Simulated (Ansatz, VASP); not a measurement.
Cu: VASP beside Ansatz

File INCAR:

```
SYSTEM = Cu
PREC = Accurate
ENCUT = 520
EDIFF = 1E-6
ISMEAR = -1
SIGMA = 0.05
LREAL = .False.
LASPH = .True.
NELM = 150
ALGO = Normal
ISIF = 2
LWAVE = .False.
LCHARG = .True.
LMAXMIX = 4
LDAU = .True.
LDAUTYPE = 2
LDAUL = 2
LDAUU = 3
LDAUJ = 0
LDAUPRINT = 1
GGA = PE
LELF = .True.
LVHAR = .True.
NBANDS = 18
```

KPOINTS

```
regular mesh
0
Gamma
  11 11 11
  0 0 0
```

Contents of POSCAR:

```
Cu
1.0
    1.2184636900     -3.9763780104      0.0000000000
    1.2184636900      3.9763780104      0.0000000000
    0.0000000000      0.0000000000      2.4754955235
Cu
2
Direct
    0.8661333500      0.1338666500      0.7500000000
    0.1338666500      0.8661333500      0.2500000000
```

input.yaml

```yaml
crystal:
  lattice:
    - [1.21846369, -3.9763780104, 0.0]
    - [1.21846369, 3.9763780104, 0.0]
    - [0.0, 0.0, 2.4754955235]
  atoms:
    - { symbol: Cu, position: [0.86613335, 0.13386665, 0.75] }
    - { symbol: Cu, position: [0.13386665, 0.86613335, 0.25] }
kpoints:
  mp_grid: { grid: [11, 11, 11] }
scf:
  occupations: { method: fermi_dirac, width: 0.05 }
hamiltonian:
  xc: pbe
  pseudopotentials: { kind: all_electron, lapw: { basis_error: 0.001 } }
  hubbard:
    sites: [{ species: Cu, l: d, u_eff: 3 }]
    double_counting: fll
    projectors: ortho-atomic
output:
  forces: true
  stress: true
  eigenvalues: true
  dos: { projected: false, de: 0.1, e_range: [-20, 6] }
  hubbard: {}
```

Alike in both runs: functional PBE; k mesh 11 × 11 × 11; occupations fermi-dirac, width 0.05 eV; no spin polarisation; Hubbard terms Cu d U = 3.0 eV.

|  | VASP | Ansatz |
| --- | --- | --- |
| version | VASP 6.6.1 | Ansatz 0.2.0 |
| potentials or method | VASP PAW PBE potentials, release 64 (Cu), cutoff 520 eV | all-electron LAPW, scalar-relativistic |
| task | single point | density of states |

|  | VASP | Ansatz | Ansatz less VASP |
| --- | --- | --- | --- |
| gap on the k mesh at the Fermi level (eV) | none | none | - |
| pressure (GPa) | 5.2 | 7.7 | +2.48 |
| traceless stress, the component that is largest in VASP (GPa) | 0.65 | 0.72 | +0.068 |
| rms of the force components (eV/Å) | 0.019 | 0.025 | +0.0054 |

The programs project onto different local orbitals, so the same U acts differently, and such runs can settle in different states. Atom by atom the forces differ by 0.005 eV/Å (rms over components). A gap of «none» marks a metal or a gap that the smearing closes. Ansatz ran all-electron here, and VASP with PAW potentials.

Noted on Ansatz's run: U is the effective U less J, on atomic orbitals that reach past the spheres.
